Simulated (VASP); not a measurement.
# Bi2Se3 (R-3m) in VASP: single point with PBE

Aim: the single point of Bi2Se3 with PBE.

Program: VASP 6.6.1. These are calculated values, not measurements. Logs are shortened: lines on timing, memory, paths and dates and some standing lists are left out, and cuts for length are marked.

## 1. The cell of the first run

It takes space group R-3m (No. 166, trigonal). Conventional cell: a = 4.146 Å, b = 4.146 Å, c = 28.598 Å, α = 90.00°, β = 90.00°, γ = 120.00°. Bi (site symmetry 3m) has 6 Se at 2.86 to 3.07 Å within 3.8 Å. Se (site symmetry -3m) has 6 Bi at 3.07 Å and 12 Se at 4.15 to 4.24 Å within 4.3 Å. Se (site symmetry 3m) has 3 Bi at 2.86 Å and 3 Se at 3.49 Å within 3.8 Å.

## 2. Single point, PBE

Contents of INCAR:

```
SYSTEM = Bi2Se3
PREC = Accurate ; ENCUT = 500
EDIFF = 1E-6 ; ISMEAR = 0
SIGMA = 0.05 ; LREAL = .False.
LASPH = .True. ; NELM = 120
ALGO = Normal ; ISIF = 2
LWAVE = .False. ; LCHARG = .True.
GGA = PE ; LELF = .True.
LVHAR = .True. ; NBANDS = 32
GGA_COMPAT = .False.
```

Contents of KPOINTS:

```
regular mesh
0
Gamma
  8 8 8
  0 0 0
```

Contents of POSCAR:

```
Bi2Se3
1.0
    2.0728848887      1.1967806485      9.5325831720
   -2.0728848887      1.1967806485      9.5325831720
    0.0000000000     -2.3935612970      9.5325831720
Bi Se
2 3
Direct
    0.4006851793      0.4006851793      0.4006851793
    0.5993148207      0.5993148207      0.5993148207
    0.0000000000      0.0000000000      0.0000000000
    0.2109664760      0.2109664760      0.2109664760
    0.7890335240      0.7890335240      0.7890335240
```

Potentials or basis: VASP PAW PBE potentials, release 64 (Bi_d, Se).

The run is started by

```
$ cat potpaw_PBE.64/Bi_d/POTCAR potpaw_PBE.64/Se/POTCAR > POTCAR
$ mpirun -np 1 vasp_std > vasp.out
```

OUTCAR:

```text
SYSTEM = Bi2Se3
   PREC = Accurate
   ENCUT = 500
   EDIFF = 1E-6
   ISMEAR = 0
   LREAL = .False.
   LASPH = .True.
   NELM = 120
   ISIF = 2
   GGA = PE

 ion  position               nearest neighbor table
   1  0.401  0.401  0.401-   5 2.86   5 2.86   5 2.86   3 3.07   3 3.07   3 3.07
   2  0.599  0.599  0.599-   4 2.86   4 2.86   4 2.86   3 3.07   3 3.07   3 3.07
   3  0.000  0.000  0.000-   2 3.07   2 3.07   1 3.07   1 3.07   2 3.07   1 3.07
   4  0.211  0.211  0.211-   2 2.86   2 2.86   2 2.86
   5  0.789  0.789  0.789-   1 2.86   1 2.86   1 2.86

  LATTYP: Found a trigonal (rhomboedric) cell.
 ALAT       =     9.8284931507
 COS(alpha) =     0.9110376005

  Lattice vectors:

 A1 = (   2.0728848887,   1.1967806485,   9.5325831720)
 A2 = (  -2.0728848887,   1.1967806485,   9.5325831720)
 A3 = (   0.0000000000,  -2.3935612970,   9.5325831720)

Analysis of symmetry for initial positions (statically):
=====================================================================
 Subroutine PRICEL returns:
 Original cell was already a primitive cell.

 Routine SETGRP: Setting up the symmetry group for a
 trigonal (rhombohedral) supercell.

 Subroutine GETGRP returns: Found 12 space group operations
 (whereof 12 operations were pure point group operations)
 out of a pool of 12 trial point group operations.

The static configuration has the point symmetry D_3d.

Analysis of symmetry for dynamics (positions and initial velocities):
=====================================================================
 Subroutine PRICEL returns:
 Original cell was already a primitive cell.

 Routine SETGRP: Setting up the symmetry group for a
 trigonal (rhombohedral) supercell.

 Subroutine GETGRP returns: Found 12 space group operations
 (whereof 12 operations were pure point group operations)
 out of a pool of 12 trial point group operations.

The dynamic configuration has the point symmetry D_3d.

 Subroutine INISYM returns: Found 12 space group operations
 (whereof 12 operations are pure point group operations),
 and found     1 'primitive' translations

----------------------------------------------------------------------------------------

                                     Primitive cell

  volume of cell :     141.8899

  direct lattice vectors                    reciprocal lattice vectors
     2.072884889  1.196780649  9.532583172     0.241209728  0.139262501  0.034967787
    -2.072884889  1.196780649  9.532583172    -0.241209728  0.139262501  0.034967787
     0.000000000 -2.393561297  9.532583172     0.000000000 -0.278525003  0.034967787

  length of vectors
     9.828493151  9.828493151  9.828493151     0.280711459  0.280711459  0.280711459

  position of ions in fractional coordinates (direct lattice)
     0.400685179  0.400685179  0.400685179
     0.599314821  0.599314821  0.599314821
     0.000000000  0.000000000  0.000000000
     0.210966476  0.210966476  0.210966476
     0.789033524  0.789033524  0.789033524

  ion indices of the primitive-cell ions
   primitive index   ion index
                 1           1
                 2           2
                 3           3
                 4           4
                 5           5

----------------------------------------------------------------------------------------

 KPOINTS: regular mesh

Automatic generation of k-mesh.
 Grid dimensions read from file:
 generate k-points for:    8    8    8

 Generating k-lattice:

  Cartesian coordinates                     Fractional coordinates (reciprocal lattice)
     0.030151216  0.017407813  0.004370973     0.125000000  0.000000000 -0.000000000
    -0.030151216  0.017407813  0.004370973     0.000000000  0.125000000 -0.000000000
     0.000000000 -0.034815625  0.004370973    -0.000000000 -0.000000000  0.125000000

  Length of vectors
     0.035088932  0.035088932  0.035088932

  Shift w.r.t. Gamma in fractional coordinates (k-lattice)
     0.000000000  0.000000000  0.000000000

 Subroutine IBZKPT returns following result:
 ===========================================

 Found     65 irreducible k-points:

 Following reciprocal coordinates:
            Coordinates               Weight
  0.000000  0.000000  0.000000      1.000000
  0.125000 -0.000000  0.000000      6.000000
  0.250000 -0.000000  0.000000      6.000000
  0.375000  0.000000  0.000000      6.000000
  0.500000 -0.000000  0.000000      3.000000
  0.125000  0.125000  0.000000      6.000000
[... 16 lines left out ...]
  0.250000  0.125000  0.125000      6.000000
  0.375000  0.125000  0.125000      6.000000
 [... further k-points ...]
   k-points           NKPTS =     65   k-points in BZ     NKDIM =     65   number of bands    NBANDS=     32
   number of dos      NEDOS =    301   number of ions     NIONS =      5
   total plane-waves  NPLWV = 373248
   dimension x,y,z NGX =    72 NGY =   72 NGZ =   72
   dimension x,y,z NGXF=   144 NGYF=  144 NGZF=  144
   ions per type =               2   3
   NGX,Y,Z   is equivalent  to a cutoff of  12.18, 12.18, 12.18 a.u.
   NGXF,Y,Z  is equivalent  to a cutoff of  24.36, 24.36, 24.36 a.u.
 SYSTEM =  Bi2Se3
   PREC   = accura    normal or accurate (medium, high low for compatibility)
   ISTART =      0    job   : 0-new  1-cont  2-samecut
   ICHARG =      2    charge: 1-file 2-atom 10-const
   ISPIN  =      1    spin polarized calculation?
   LNONCOLLINEAR =      F non collinear calculations
   LSORBIT =      F    spin-orbit coupling
   LASPH  =      T    aspherical Exc in radial PAW
   ENCUT  =  500.0 eV  36.75 Ry    6.06 a.u.  17.92 17.92 17.92*2*pi/ulx,y,z
   NELM   =    120;   NELMIN=  2; NELMDL= -5     # of ELM steps
   EDIFF  = 0.1E-05   stopping-criterion for ELM
   LREAL  =      F    real-space projection
   EDIFFG = 0.1E-04   stopping-criterion for IOM
   NSW    =      0    number of steps for IOM
   IBRION =     -1    ionic relax: 0-MD 1-quasi-New 2-CG
   NFREE  =      0    steps in history (QN), initial steepest desc. (CG)
   ISIF   =      2    stress and relaxation
   ISYM   =      2    0-nonsym 1-usesym 2-fastsym
   POTIM  = 0.5000    time-step for ionic-motion
   TEBEG  =    0.0;   TEEND  =   0.0 temperature during run
   PSTRESS=    0.0 pullay stress
   NELECT =      48.0000    total number of electrons
   NUPDOWN=      -1.0000    fix difference up-down
   EMIN   =  10.00;   EMAX   =-10.00  energy-range for DOS
   EFERMI =   0.00;   METHOD = LEGACY
   ISMEAR =     0;   SIGMA  =   0.05  broadening in eV -4-tet -1-fermi 0-gaus
   EFERMI_NEDOS =   21; number of points for ismear=-14 and -15
   IALGO  =     38    algorithm
   IMIX   =      4    mixing-type and parameters
     AMIX     =   0.40;   BMIX     =  1.00
     AMIX_MAG =   1.60;   BMIX_MAG =  1.00
  volume/ion in A,a.u.               =      28.38       191.50
  Fermi-wavevector in a.u.,A,eV,Ry     =   1.140700  2.155610 17.703848  1.301196
  Thomas-Fermi vector in A             =   2.277401
   LORBIT       =      0    0 simple, 1 ext, 2 COOP (PROOUT), +10 PAW based schemes
   GGA     = PE    functional components
   LHFCALC =     F    Hartree Fock is set to
   AEXX    =    0.0000 exact exchange contribution
   IVDW    =     0    specifies the selected vdW correction
   LEPSILON=     F    determine dielectric tensor
   LRPA    =     F    only Hartree local field effects (RPA)
 non-spin polarized calculation
 Gauss-broadening in eV      SIGMA  =   0.05
  energy-cutoff  :      500.00
  volume of cell :      141.89
 maximum number of plane-waves:      3627
   NGX = 35   NGY = 35   NGZ = 35

 number of electron      48.0000002 magnetization

 Free energy of the ion-electron system (eV)
  ---------------------------------------------------
  ext. energy  EPLUGINS =         0.00000000
  ---------------------------------------------------
  free energy    TOTEN  =       -20.15949510 eV

  energy without entropy =      -20.15949159  energy(sigma->0) =      -20.15949335

 E-fermi :   5.0917     XC(G=0):  -9.5046

 val. band max:        4.9988273895   @ k =   0.0000   0.0000   0.0000
 cond. band min:       5.1844825497   @ k =   0.0000   0.0000   0.0000
 fundamental gap:      0.1856551602
 Fermi energy:         5.0916549962

 k-point     1 :       0.0000    0.0000    0.0000
  band No.  band energies     occupation
      1     -18.1595      2.00000
      2     -18.1595      2.00000
      3     -18.1578      2.00000
      4     -18.1578      2.00000
      5     -18.1520      2.00000
      6     -18.1494      2.00000
[... 24 lines left out ...]
     31      10.7948      0.00000
     32      11.9544      0.00000

 k-point     2 :       0.1250   -0.0000    0.0000
  band No.  band energies     occupation
      1     -18.1616      2.00000
      2     -18.1595      2.00000
      3     -18.1559      2.00000
      4     -18.1542      2.00000
      5     -18.1497      2.00000
      6     -18.1472      2.00000
[... 24 lines left out ...]
     31      10.4164      0.00000
     32      11.0073      0.00000

 k-point     3 :       0.2500   -0.0000    0.0000
  band No.  band energies     occupation
      1     -18.1678      2.00000
      2     -18.1646      2.00000
      3     -18.1492      2.00000
      4     -18.1484      2.00000
      5     -18.1465      2.00000
      6     -18.1448      2.00000
[... 24 lines left out ...]
     31       9.5226      0.00000
     32      11.2257      0.00000

 k-point     4 :       0.3750    0.0000    0.0000
  band No.  band energies     occupation
      1     -18.1751      2.00000
      2     -18.1706      2.00000
      3     -18.1532      2.00000
      4     -18.1483      2.00000
      5     -18.1468      2.00000
      6     -18.1427      2.00000
[... 24 lines left out ...]
     31       9.4119      0.00000
     32      11.2420      0.00000

 k-point     5 :       0.5000   -0.0000    0.0000
  band No.  band energies     occupation
      1     -18.1784      2.00000
      2     -18.1732      2.00000
      3     -18.1548      2.00000
      4     -18.1498      2.00000
      5     -18.1472      2.00000
      6     -18.1423      2.00000
[... 584 lines left out ...]
     31      10.2072      0.00000
     32      11.7890      0.00000

 k-point    22 :       0.1250    0.1250    0.1250
  band No.  band energies     occupation
      1     -18.1595      2.00000
      2     -18.1595      2.00000
      3     -18.1578      2.00000
      4     -18.1578      2.00000
      5     -18.1519      2.00000
      6     -18.1494      2.00000
[... 24 lines left out ...]
     31      10.7930      0.00000
     32      11.7455      0.00000

 k-point    23 :       0.2500    0.1250    0.1250
  band No.  band energies     occupation
      1     -18.1616      2.00000
      2     -18.1595      2.00000
      3     -18.1559      2.00000
      4     -18.1541      2.00000
      5     -18.1497      2.00000
      6     -18.1473      2.00000
[... 24 lines left out ...]
     31      10.3759      0.00000
     32      11.1993      0.00000

 k-point    24 :       0.3750    0.1250    0.1250
  band No.  band energies     occupation
      1     -18.1678      2.00000
      2     -18.1646      2.00000
      3     -18.1492      2.00000
      4     -18.1484      2.00000
      5     -18.1465      2.00000
      6     -18.1447      2.00000
[... 24 lines left out ...]
     31       9.6095      0.00000
     32      11.2882      0.00000

 [... further k-points ...]
[... 5 lines left out ...]
  --------------------------------------------------------------------------------------
  -------------------------------------------------------------------------------------
  Total        1.9474810      1.9474810      1.9226660      0.0000000      0.0000000      0.0000000
  in kB       21.9903540     21.9903540     21.7101503      0.0000000      0.0000000      0.0000000
  external PRESSURE =      21.8969528 kB  Pullay stress =       0.0000000 kB

 VOLUME and BASIS-vectors are now :
 -----------------------------------------------------------------------------
  energy-cutoff  :      500.00
  volume of cell :      141.89
      direct lattice vectors                 reciprocal lattice vectors
     2.072884889  1.196780649  9.532583172     0.241209728  0.139262501  0.034967787
    -2.072884889  1.196780649  9.532583172    -0.241209728  0.139262501  0.034967787
     0.000000000 -2.393561297  9.532583172     0.000000000 -0.278525003  0.034967787

 POSITION                                       TOTAL-FORCE (eV/Angst)
 -----------------------------------------------------------------------------------
      0.00000      0.00000     11.45869         0.000000     -0.000000     -0.009178
      0.00000      0.00000     17.13906         0.000000      0.000000      0.009178
      0.00000      0.00000      0.00000         0.000000     -0.000000      0.000000
      0.00000      0.00000      6.03317         0.000000      0.000000     -0.011801
      0.00000      0.00000     22.56458         0.000000      0.000000      0.011801
 -----------------------------------------------------------------------------------
    total drift:                               -0.000000      0.000000      0.000000

  FREE ENERGIE OF THE ION-ELECTRON SYSTEM (eV)
  ---------------------------------------------------
  free  energy   TOTEN  =       -20.1594951000 eV

  energy  without entropy=      -20.1594915906  energy(sigma->0) =      -20.15949335
```

Run time: 25 min. Hardware: 1 thread of Oxide Virtual Turin-like, shared host; peak memory 0.8 GiB.

What came out:

```
Free energy            : -20.1595 eV
Pressure               : 2.2 GPa
Largest force          : 0.012 eV/Å
Band gap on the k mesh : 0.19 eV
```

Forces on the atoms (eV/Å):
```
Bi   0.000  0.000 -0.009
Bi   0.000  0.000  0.009
Se   0.000  0.000  0.000
Se   0.000  0.000 -0.012
Se   0.000  0.000  0.012
```

Caveat: spin-orbit coupling is left out, which moves the levels of the heavy elements.
